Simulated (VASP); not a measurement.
Input of a VASP 6.6.1 run:

The input INCAR:

```
ALGO = Normal ; EDIFF = 1E-7
ENCUT = 520 ; GGA = PE
ISIF = 2 ; ISMEAR = -1
LASPH = True ; LCHARG = False
LREAL = Auto ; LWAVE = False
NBANDS = 182 ; NELECT = 282.0
NELM = 60 ; PREC = Accurate
SIGMA = 0.01
```

Contents of KPOINTS:

```
Automatic mesh
0
Gamma
  1 1 1
  0.25 0.25 0.25
```

POSCAR

```
Al36BN34
1.0
    9.3892708692      0.0000000866      0.0000000000
   -4.6946355096      8.1313470524      0.0000000000
    0.0000000000      0.0000000000     10.0348065929
Al N B
36 34 1
Direct
    0.2260970951      0.1125505616      0.2514350032
    0.1137970447      0.2234105119      0.4988322763
    0.2195710816      0.1087042230      0.7515683279
    0.1105575714      0.2230511800      1.0014428229
    0.2251943190      0.4470102298      0.2516175566
    0.1103677625      0.5552403470      0.5010274174
    0.2205521072      0.4439781161      0.7505946015
    0.1102808217      0.5551783744      1.0013231227
    0.2210548905      0.7774365822      0.2513118348
    0.1095948706      0.8866409702      0.5010654485
    0.2212322465      0.7769773662      0.7509851578
    0.1097602483      0.8879564107      1.0016503454
    0.5518332766      0.1127759595      0.2520908345
    0.4394172763      0.2130401526      0.5037331995
    0.5548381779      0.1086835659      0.7515305625
    0.4433713338      0.2216357533      0.9938404378
    0.5657314077      0.4655230536      0.2515585579
    0.4406004395      0.5558332558      0.5009009123
    0.5541827119      0.4423184875      0.7335147119
    0.4440815654      0.5560559298      0.9936903435
    0.5549465644      0.7791680151      0.2514621976
    0.4423418226      0.8864218681      0.5012889723
    0.5553554968      0.7785325757      0.7505022368
    0.4434014161      0.8881185043      1.0014395602
    0.8888281951      0.1125562746      0.2529127239
    0.7755258391      0.2234279906      0.4990447516
    0.8883814737      0.1110496317      0.7492100642
    0.7777214125      0.2230632359      1.0014197890
    0.8871276033      0.4473359197      0.2516427946
    0.7810498574      0.5559681509      0.5011328669
    0.8892392983      0.4440406435      0.7507805928
    0.7776339716      0.5564011946      0.9940410525
    0.8899508792      0.7791697575      0.2511768591
    0.7760649808      0.8863529065      0.4990521142
    0.8889315635      0.7787042330      0.7505094460
    0.7775811273      0.8900036995      1.0010632123
    0.2165095507      0.1035834115      0.4400880516
    0.1136708787      0.2234318569      0.1918168480
    0.2192020668      0.1101470400      0.9428022740
    0.1110522840      0.2213618148      0.6907331707
    0.2166034332      0.4454070612      0.4407179848
    0.1106518655      0.5554820735      0.1908307203
    0.2193411782      0.4433981562      0.9404612785
    0.1107507850      0.5552512550      0.6917343742
    0.2208803734      0.7769325608      0.4416559097
    0.1120661034      0.8900435712      0.1908156222
    0.2212516464      0.7778266611      0.9414542732
    0.1105870980      0.8877734216      0.6918443301
    0.5521602108      0.1031538571      0.4407670240
    0.5557867528      0.1102791207      0.9426659663
    0.4390234079      0.2119346036      0.6978159441
    0.4433639153      0.5605404145      0.1815557075
    0.5542586269      0.4432395957      0.9364768887
    0.4408739200      0.5582670573      0.6957279794
    0.5535400771      0.7814485114      0.4408563343
    0.4431105103      0.8900760340      0.1908631999
    0.5566038801      0.7809206140      0.9403241487
    0.4432048275      0.8876039488      0.6919990849
    0.8883939314      0.1116116779      0.4420023251
    0.7752445550      0.2236110992      0.1918982941
    0.8885153264      0.1123110336      0.9412936474
    0.7766575329      0.2214562933      0.6909004429
    0.8940131497      0.4454394080      0.4407707910
    0.7835431905      0.5614905622      0.1819262241
    0.8889527625      0.4434932968      0.9406383298
    0.7840382677      0.5585664584      0.6959193829
    0.8929147885      0.7815289002      0.4407249395
    0.7782604845      0.8908330599      0.1916108422
    0.8891207352      0.7811085734      0.9402624146
    0.7774354665      0.8887874393      0.6904708304
    0.5517698054      0.4379431693      0.4427692077
```

Potentials or basis: VASP PAW PBE potentials, release 64 (Al, N, B).

Command:

```console
$ cat potpaw_PBE.64/Al/POTCAR potpaw_PBE.64/N/POTCAR potpaw_PBE.64/B/POTCAR > POTCAR
$ mpirun -np 1 vasp_std > vasp.out
```

Estimate the largest force.

0.089 eV/Å.

Forces in eV/Å, atoms in the order of the input:
```
Al  -0.029  0.029  0.017
Al  -0.036  0.031 -0.008
Al   0.024 -0.012  0.006
Al  -0.036  0.016  0.014
Al   0.035 -0.015 -0.004
Al  -0.014  0.016  0.001
Al   0.031 -0.011  0.001
Al  -0.017  0.013 -0.002
Al   0.066 -0.030  0.013
Al  -0.031  0.023  0.008
Al   0.026 -0.022  0.001
Al  -0.018  0.021 -0.040
Al   0.043 -0.011 -0.022
Al  -0.031 -0.003  0.011
Al   0.024 -0.013  0.005
Al  -0.007  0.027 -0.021
Al  -0.017 -0.005  0.006
Al  -0.031  0.025  0.011
Al   0.019 -0.015  0.003
Al  -0.028  0.023  0.014
Al  -0.010 -0.039 -0.027
Al  -0.024  0.000  0.001
Al   0.026 -0.023  0.004
Al  -0.018  0.008  0.015
Al   0.021  0.023 -0.026
Al  -0.028  0.025 -0.008
Al   0.028 -0.013 -0.004
Al  -0.025  0.017  0.023
Al   0.049 -0.048  0.011
Al  -0.020  0.023  0.000
Al   0.025 -0.013  0.001
Al  -0.030  0.002 -0.024
Al  -0.066  0.024  0.055
Al  -0.051  0.021 -0.001
Al   0.021 -0.015  0.003
Al  -0.033  0.018  0.006
N    0.038 -0.052  0.027
N   -0.031 -0.005  0.013
N    0.032 -0.023  0.003
N   -0.039  0.018  0.003
N    0.037 -0.028  0.000
N   -0.048  0.030 -0.003
N    0.040 -0.021 -0.011
N   -0.040  0.024 -0.004
N    0.036 -0.020 -0.001
N    0.028  0.019 -0.022
N    0.031 -0.020  0.002
N   -0.040  0.022  0.003
N    0.028  0.012 -0.017
N    0.039 -0.027  0.021
N   -0.037  0.031 -0.010
N   -0.038  0.055  0.025
N    0.031 -0.020 -0.015
N   -0.050  0.036  0.006
N    0.049 -0.029 -0.001
N   -0.005  0.022 -0.005
N    0.037 -0.020 -0.010
N   -0.038  0.024  0.003
N    0.035 -0.023  0.007
N   -0.014 -0.005  0.018
N    0.040 -0.024 -0.003
N   -0.047  0.019 -0.003
N    0.019 -0.030 -0.001
N   -0.001 -0.038 -0.047
N    0.036 -0.018 -0.005
N   -0.049  0.015 -0.022
N    0.061 -0.026  0.001
N   -0.022  0.023 -0.002
N    0.045 -0.032  0.007
N   -0.034  0.021 -0.001
B    0.032 -0.006  0.006
```

Caveat: the cell carries a net charge on a neutralising background, which shifts energy and pressure.
